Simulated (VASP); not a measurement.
# Y (Fm-3m) in VASP: a series of runs

Runs on Y. Level: LDA. Tasks: electric field gradients.

Program: VASP 6.6.1. These are calculated values, not measurements. Logs are shortened: lines on timing, memory, paths and dates and some standing lists are left out, and cuts for length are marked.

### Step 1. The cell of the first run

It takes space group Fm-3m (No. 225, cubic). Conventional cell: a = 4.903 Å, b = 4.903 Å, c = 4.903 Å, α = 90.00°, β = 90.00°, γ = 90.00°. Within 4.6 Å of Y (site symmetry m-3m) lie 12 Y at 3.47 Å.

### Step 2. Electric field gradients, LDA (volume scaled by 0.96)

File INCAR:

```
SYSTEM = Y
ALGO = Normal
EDIFF = 1E-8
ENCUT = 520
ISIF = 2
ISMEAR = -1
LASPH = .TRUE.
LCHARG = .FALSE.
LEFG = .TRUE.
LREAL = .FALSE.
LWAVE = .FALSE.
NBANDS = 12
NELM = 60
PREC = Accurate
SIGMA = 0.05
```

File KPOINTS:

```
k-points
0
G
  13 13 13
  0 0 0
```

File POSCAR:

```
Y
1.0
    0.0000000000      2.4514148019      2.4514148019
    2.4514148019      0.0000000000      2.4514148019
    2.4514148019      2.4514148019      0.0000000000
Y
1
Direct
    0.0000000000      0.0000000000      0.0000000000
```

Potentials or basis: VASP PAW LDA potentials, release 64 (Y_sv).

Command:

```sh
cat potpaw_LDA.64/Y_sv/POTCAR > POTCAR
mpirun -np 1 vasp_std > vasp.out
```

OUTCAR:

```text
SYSTEM = Y
   EDIFF = 1E-8
   ENCUT = 520
   ISIF = 2
   ISMEAR = -1
   LASPH = .TRUE.
   LREAL = .FALSE.
   NELM = 60
   PREC = Accurate

 ion  position               nearest neighbor table
   1  0.000  0.000  0.000-

  LATTYP: Found a face centered cubic cell.
 ALAT       =     4.9028296038

  Lattice vectors:

 A1 = (   0.0000000000,   2.4514148019,   2.4514148019)
 A2 = (   2.4514148019,   0.0000000000,   2.4514148019)
 A3 = (   2.4514148019,   2.4514148019,   0.0000000000)

Analysis of symmetry for initial positions (statically):
=====================================================================
 Subroutine PRICEL returns:
 Original cell was already a primitive cell.

 Routine SETGRP: Setting up the symmetry group for a
 face centered cubic supercell.

 Subroutine GETGRP returns: Found 48 space group operations
 (whereof 48 operations were pure point group operations)
 out of a pool of 48 trial point group operations.

The static configuration has the point symmetry O_h .

Analysis of symmetry for dynamics (positions and initial velocities):
=====================================================================
 Subroutine PRICEL returns:
 Original cell was already a primitive cell.

 Routine SETGRP: Setting up the symmetry group for a
 face centered cubic supercell.

 Subroutine GETGRP returns: Found 48 space group operations
 (whereof 48 operations were pure point group operations)
 out of a pool of 48 trial point group operations.

The dynamic configuration has the point symmetry O_h .

 Subroutine INISYM returns: Found 48 space group operations
 (whereof 48 operations are pure point group operations),
 and found     1 'primitive' translations

----------------------------------------------------------------------------------------

                                     Primitive cell

  volume of cell :      29.4632

  direct lattice vectors                    reciprocal lattice vectors
     0.000000000  2.451414802  2.451414802    -0.203963850  0.203963850  0.203963850
     2.451414802  0.000000000  2.451414802     0.203963850 -0.203963850  0.203963850
     2.451414802  2.451414802  0.000000000     0.203963850  0.203963850 -0.203963850

  length of vectors
     3.466824060  3.466824060  3.466824060     0.353275750  0.353275750  0.353275750

  position of ions in fractional coordinates (direct lattice)
     0.000000000  0.000000000  0.000000000

  ion indices of the primitive-cell ions
   primitive index   ion index
                 1           1

----------------------------------------------------------------------------------------

 KPOINTS: k-points

Automatic generation of k-mesh.
 Grid dimensions read from file:
 generate k-points for:   13   13   13

 Generating k-lattice:

  Cartesian coordinates                     Fractional coordinates (reciprocal lattice)
    -0.015689527  0.015689527  0.015689527     0.076923077  0.000000000  0.000000000
     0.015689527 -0.015689527  0.015689527     0.000000000  0.076923077  0.000000000
     0.015689527  0.015689527 -0.015689527     0.000000000  0.000000000  0.076923077

  Length of vectors
     0.027175058  0.027175058  0.027175058

  Shift w.r.t. Gamma in fractional coordinates (k-lattice)
     0.000000000  0.000000000  0.000000000

 Subroutine IBZKPT returns following result:
 ===========================================

 Found     84 irreducible k-points:

 Following reciprocal coordinates:
            Coordinates               Weight
  0.000000  0.000000  0.000000      1.000000
  0.076923  0.000000  0.000000      8.000000
  0.153846  0.000000  0.000000      8.000000
  0.230769  0.000000  0.000000      8.000000
  0.307692  0.000000  0.000000      8.000000
  0.384615  0.000000  0.000000      8.000000
[... 16 lines left out ...]
  0.384615  0.153846  0.000000     24.000000
  0.461538  0.153846  0.000000     24.000000
 [... further k-points ...]
   k-points           NKPTS =     84   k-points in BZ     NKDIM =     84   number of bands    NBANDS=     12
   number of dos      NEDOS =    301   number of ions     NIONS =      1
   total plane-waves  NPLWV =  21952
   dimension x,y,z NGX =    28 NGY =   28 NGZ =   28
   dimension x,y,z NGXF=    56 NGYF=   56 NGZF=   56
   ions per type =               1
   NGX,Y,Z   is equivalent  to a cutoff of  13.43, 13.43, 13.43 a.u.
   NGXF,Y,Z  is equivalent  to a cutoff of  26.85, 26.85, 26.85 a.u.
 SYSTEM =  Y
   PREC   = accura    normal or accurate (medium, high low for compatibility)
   ISTART =      0    job   : 0-new  1-cont  2-samecut
   ICHARG =      2    charge: 1-file 2-atom 10-const
   ISPIN  =      1    spin polarized calculation?
   LNONCOLLINEAR =      F non collinear calculations
   LSORBIT =      F    spin-orbit coupling
   LASPH  =      T    aspherical Exc in radial PAW
   ENCUT  =  520.0 eV  38.22 Ry    6.18 a.u.   6.45  6.45  6.45*2*pi/ulx,y,z
   NELM   =     60;   NELMIN=  2; NELMDL= -5     # of ELM steps
   EDIFF  = 0.1E-07   stopping-criterion for ELM
   LREAL  =      F    real-space projection
   EDIFFG = 0.1E-06   stopping-criterion for IOM
   NSW    =      0    number of steps for IOM
   IBRION =     -1    ionic relax: 0-MD 1-quasi-New 2-CG
   NFREE  =      0    steps in history (QN), initial steepest desc. (CG)
   ISIF   =      2    stress and relaxation
   ISYM   =      2    0-nonsym 1-usesym 2-fastsym
   POTIM  = 0.5000    time-step for ionic-motion
   TEBEG  =    0.0;   TEEND  =   0.0 temperature during run
   PSTRESS=    0.0 pullay stress
   NELECT =      11.0000    total number of electrons
   NUPDOWN=      -1.0000    fix difference up-down
   EMIN   =  10.00;   EMAX   =-10.00  energy-range for DOS
   EFERMI =   0.00;   METHOD = LEGACY
   ISMEAR =    -1;   SIGMA  =   0.05  broadening in eV -4-tet -1-fermi 0-gaus
   EFERMI_NEDOS =   21; number of points for ismear=-14 and -15
   IALGO  =     38    algorithm
   IMIX   =      4    mixing-type and parameters
     AMIX     =   0.40;   BMIX     =  1.00
     AMIX_MAG =   1.60;   BMIX_MAG =  1.00
  volume/ion in A,a.u.               =      29.46       198.83
  Fermi-wavevector in a.u.,A,eV,Ry     =   1.178815  2.227637 18.906716  1.389604
  Thomas-Fermi vector in A             =   2.315137
   LORBIT       =      0    0 simple, 1 ext, 2 COOP (PROOUT), +10 PAW based schemes
   GGA     = CA    functional components
   LHFCALC =     F    Hartree Fock is set to
   AEXX    =    0.0000 exact exchange contribution
   IVDW    =     0    specifies the selected vdW correction
   LEPSILON=     F    determine dielectric tensor
   LRPA    =     F    only Hartree local field effects (RPA)
 non-spin polarized calculation
  energy-cutoff  :      520.00
  volume of cell :       29.46
 maximum number of plane-waves:       821
 NGX is ok and might be reduce to    28
   NGX = 13   NGY = 13   NGZ = 13

 number of electron      11.0000001 magnetization

 Free energy of the ion-electron system (eV)
  ---------------------------------------------------
  ext. energy  EPLUGINS =         0.00000000
  ---------------------------------------------------
  free energy    TOTEN  =        -6.94535334 eV

  energy without entropy =       -6.93387048  energy(sigma->0) =       -6.93961191

 E-fermi :   3.4159     XC(G=0): -10.0705

 val. band max:        3.4152538930   @ k =   0.4615   0.2308   0.0769
 cond. band min:       3.4216010984   @ k =  -0.2308   0.3846   0.1538
 fundamental gap:      0.0063472053
 Fermi energy:         3.4159419356

 k-point     1 :       0.0000    0.0000    0.0000
  band No.  band energies     occupation
      1     -38.7986      2.00000
      2     -18.5248      2.00000
      3     -18.5248      2.00000
      4     -18.5248      2.00000
      5      -1.4555      2.00000
      6       5.2564      0.00000
      7       5.2564      0.00000
      8       5.2564      0.00000
      9       7.5082      0.00000
     10       7.5082      0.00000
     11      12.7450      0.00000
     12      16.2769      0.00000

 k-point     2 :       0.0769    0.0000    0.0000
  band No.  band energies     occupation
      1     -38.7927      2.00000
      2     -18.5739      2.00000
      3     -18.5308      2.00000
      4     -18.5308      2.00000
      5      -1.2894      2.00000
      6       5.0750      0.00000
      7       5.3342      0.00000
      8       5.3342      0.00000
      9       7.4178      0.00000
     10       7.4178      0.00000
     11      13.1233      0.00000
     12      15.5944      0.00000
[... 316 lines left out ...]
 k-point    24 :       0.4615    0.1538    0.0000
  band No.  band energies     occupation
      1     -38.6931      2.00000
      2     -19.2251      2.00000
      3     -18.7178      2.00000
      4     -18.6695      2.00000
      5       1.6829      2.00000
      6       3.6389      0.02289
      7       4.6260      0.00000
      8       5.6998      0.00000
      9       8.8902      0.00000
     10       9.2485      0.00000
     11      12.1216      0.00000
     12      14.1992      0.00000

 [... further k-points ...]
[... 5 lines left out ...]
  --------------------------------------------------------------------------------------
  -------------------------------------------------------------------------------------
  Total       -0.0258874     -0.0258874     -0.0258874      0.0000000     -0.0000000      0.0000000
  in kB       -1.4077249     -1.4077249     -1.4077249      0.0000000     -0.0000000      0.0000000
  external PRESSURE =      -1.4077249 kB  Pullay stress =       0.0000000 kB

 VOLUME and BASIS-vectors are now :
 -----------------------------------------------------------------------------
  energy-cutoff  :      520.00
  volume of cell :       29.46
      direct lattice vectors                 reciprocal lattice vectors
     0.000000000  2.451414802  2.451414802    -0.203963850  0.203963850  0.203963850
     2.451414802  0.000000000  2.451414802     0.203963850 -0.203963850  0.203963850
     2.451414802  2.451414802  0.000000000     0.203963850  0.203963850 -0.203963850

 POSITION                                       TOTAL-FORCE (eV/Angst)
 -----------------------------------------------------------------------------------
      0.00000      0.00000      0.00000         0.000000      0.000000      0.000000
 -----------------------------------------------------------------------------------
    total drift:                               -0.000000     -0.000000     -0.000000

  FREE ENERGIE OF THE ION-ELECTRON SYSTEM (eV)
  ---------------------------------------------------
  free  energy   TOTEN  =        -6.9453533414 eV

  energy  without entropy=       -6.9338704763  energy(sigma->0) =       -6.93961191

 Electric field gradients (V/A^2)
---------------------------------------------------------------------
 ion       V_xx      V_yy      V_zz      V_xy      V_xz      V_yz
---------------------------------------------------------------------
   1       0.000    -0.000    -0.000     0.000     0.000     0.000
---------------------------------------------------------------------

 Electric field gradients after diagonalization (V/A^2)
 (convention: |V_zz| > |V_xx| > |V_yy|)
----------------------------------------------------------------------
 ion       V_xx      V_yy      V_zz     asymmetry (V_yy - V_xx)/ V_zz
----------------------------------------------------------------------
   1      -0.000    -0.000     0.000       0.000
----------------------------------------------------------------------

           NMR quadrupolar parameters

 Cq : quadrupolar parameter    Cq=e*Q*V_zz/h
 eta: asymmetry parameters     (V_yy - V_xx)/ V_zz
 Q  : nuclear electric quadrupole moment in mb (millibarn)
----------------------------------------------------------------------
 ion       Cq(MHz)       eta       Q (mb)
----------------------------------------------------------------------
   1       0.000       0.000       1.000
----------------------------------------------------------------------
```

Wall time 22 s (1 thread of Intel Xeon 6975P-C (Granite Rapids), shared host); peak memory 0.18 GiB.

What came out:

```
Free energy : -6.9454 eV
Pressure    : -0.1 GPa
```

Caveat: without QUAD_EFG the Cq values of the log hold for a quadrupole moment of 1 mb, not for the nuclei.

### Step 3. Electric field gradients, LDA (volume scaled by 0.99)

File INCAR:

```
SYSTEM = Y
  ALGO = Normal
  EDIFF = 1E-8
  ENCUT = 520
  GGA = CA
  ISIF = 2
  ISMEAR = -1
  LASPH = .True.
  LCHARG = .False.
  LEFG = .True.
  LREAL = .False.
  LWAVE = .False.
  NBANDS = 12
  NELM = 100
  PREC = Accurate
  SIGMA = 0.05
```

File KPOINTS:

```
k-points
0
Gamma
  13 13 13
  0 0 0
```

File POSCAR:

```
Y
1.0
    0.0000000000      2.4766889011      2.4766889011
    2.4766889011      0.0000000000      2.4766889011
    2.4766889011      2.4766889011      0.0000000000
Y
1
Direct
    0.0000000000      0.0000000000      0.0000000000
```

Potentials or basis: VASP PAW LDA potentials, release 64 (Y_sv).

Command:

```sh
cat potpaw_LDA.64/Y_sv/POTCAR > POTCAR
mpirun -np 1 vasp_std > vasp.out
```

OUTCAR:

```text
SYSTEM = Y
   EDIFF = 1E-8
   ENCUT = 520
   GGA = CA
   ISIF = 2
   ISMEAR = -1
   LASPH = .True.
   LREAL = .False.
   NELM = 100
   PREC = Accurate

 ion  position               nearest neighbor table
   1  0.000  0.000  0.000-

  LATTYP: Found a face centered cubic cell.
 ALAT       =     4.9533778022

  Lattice vectors:

 A1 = (   0.0000000000,   2.4766889011,   2.4766889011)
 A2 = (   2.4766889011,   0.0000000000,   2.4766889011)
 A3 = (   2.4766889011,   2.4766889011,   0.0000000000)

Analysis of symmetry for initial positions (statically):
=====================================================================
 Subroutine PRICEL returns:
 Original cell was already a primitive cell.

 Routine SETGRP: Setting up the symmetry group for a
 face centered cubic supercell.

 Subroutine GETGRP returns: Found 48 space group operations
 (whereof 48 operations were pure point group operations)
 out of a pool of 48 trial point group operations.

The static configuration has the point symmetry O_h .

Analysis of symmetry for dynamics (positions and initial velocities):
=====================================================================
 Subroutine PRICEL returns:
 Original cell was already a primitive cell.

 Routine SETGRP: Setting up the symmetry group for a
 face centered cubic supercell.

 Subroutine GETGRP returns: Found 48 space group operations
 (whereof 48 operations were pure point group operations)
 out of a pool of 48 trial point group operations.

The dynamic configuration has the point symmetry O_h .

 Subroutine INISYM returns: Found 48 space group operations
[... 151 lines left out ...]
  band No.  band energies     occupation
      1     -39.0243      2.00000
      2     -18.7821      2.00000
      3     -18.7821      2.00000
      4     -18.7821      2.00000
      5      -1.5751      2.00000
      6       5.0658      0.00000
      7       5.0658      0.00000
      8       5.0658      0.00000
      9       7.2345      0.00000
     10       7.2345      0.00000
     11      12.5004      0.00000
     12      15.9328      0.00000
[... 331 lines left out ...]
 k-point    24 :       0.4615    0.1538    0.0000
  band No.  band energies     occupation
      1     -38.9317      2.00000
      2     -19.4164      2.00000
      3     -18.9572      2.00000
      4     -18.9138      2.00000
      5       1.5342      2.00000
      6       3.4524      0.04174
      7       4.4447      0.00000
      8       5.4946      0.00000
      9       8.5618      0.00000
     10       8.9059      0.00000
     11      11.6677      0.00000
     12      13.8696      0.00000

 [... further k-points ...]
[... 5 lines left out ...]
  --------------------------------------------------------------------------------------
  -------------------------------------------------------------------------------------
  Total       -0.2771072     -0.2771072     -0.2771072      0.0000000      0.0000000     -0.0000000
  in kB      -14.6121456    -14.6121456    -14.6121456      0.0000000      0.0000000     -0.0000000
  external PRESSURE =     -14.6121456 kB  Pullay stress =       0.0000000 kB

 VOLUME and BASIS-vectors are now :
 -----------------------------------------------------------------------------
  energy-cutoff  :      520.00
  volume of cell :       30.38
      direct lattice vectors                 reciprocal lattice vectors
     0.000000000  2.476688901  2.476688901    -0.201882441  0.201882441  0.201882441
     2.476688901  0.000000000  2.476688901     0.201882441 -0.201882441  0.201882441
     2.476688901  2.476688901  0.000000000     0.201882441  0.201882441 -0.201882441

 POSITION                                       TOTAL-FORCE (eV/Angst)
 -----------------------------------------------------------------------------------
      0.00000      0.00000      0.00000         0.000000     -0.000000      0.000000
 -----------------------------------------------------------------------------------
    total drift:                                0.000000     -0.000000     -0.000000

  FREE ENERGIE OF THE ION-ELECTRON SYSTEM (eV)
  ---------------------------------------------------
  free  energy   TOTEN  =        -6.9407307958 eV

  energy  without entropy=       -6.9289514878  energy(sigma->0) =       -6.93484114

 Electric field gradients (V/A^2)
---------------------------------------------------------------------
 ion       V_xx      V_yy      V_zz      V_xy      V_xz      V_yz
---------------------------------------------------------------------
   1      -0.000     0.000    -0.000     0.000     0.000     0.000
---------------------------------------------------------------------

 Electric field gradients after diagonalization (V/A^2)
 (convention: |V_zz| > |V_xx| > |V_yy|)
----------------------------------------------------------------------
 ion       V_xx      V_yy      V_zz     asymmetry (V_yy - V_xx)/ V_zz
----------------------------------------------------------------------
   1      -0.000    -0.000     0.000       0.000
----------------------------------------------------------------------

           NMR quadrupolar parameters

 Cq : quadrupolar parameter    Cq=e*Q*V_zz/h
 eta: asymmetry parameters     (V_yy - V_xx)/ V_zz
 Q  : nuclear electric quadrupole moment in mb (millibarn)
----------------------------------------------------------------------
 ion       Cq(MHz)       eta       Q (mb)
----------------------------------------------------------------------
   1       0.000       0.000       1.000
----------------------------------------------------------------------
```

It took 32 s on 1 thread of Intel Xeon 6975P-C (Granite Rapids), shared host; peak memory 0.18 GiB.

Results:

| Quantity | Value |
| --- | --- |
| Free energy | -6.9407 eV |
| Pressure | -1.5 GPa |

Levels at points of the mesh, in eV from the Fermi level:
```csv
k point,band 3,band 4,band 5,band 6,band 7,band 8
"(0.00, 0.00, 0.00)",-22.04,-22.04,-4.84,1.81,1.81,1.81
```

Caveat: without QUAD_EFG the Cq values of the log hold for a quadrupole moment of 1 mb, not for the nuclei.

[end of part 1 of 2]
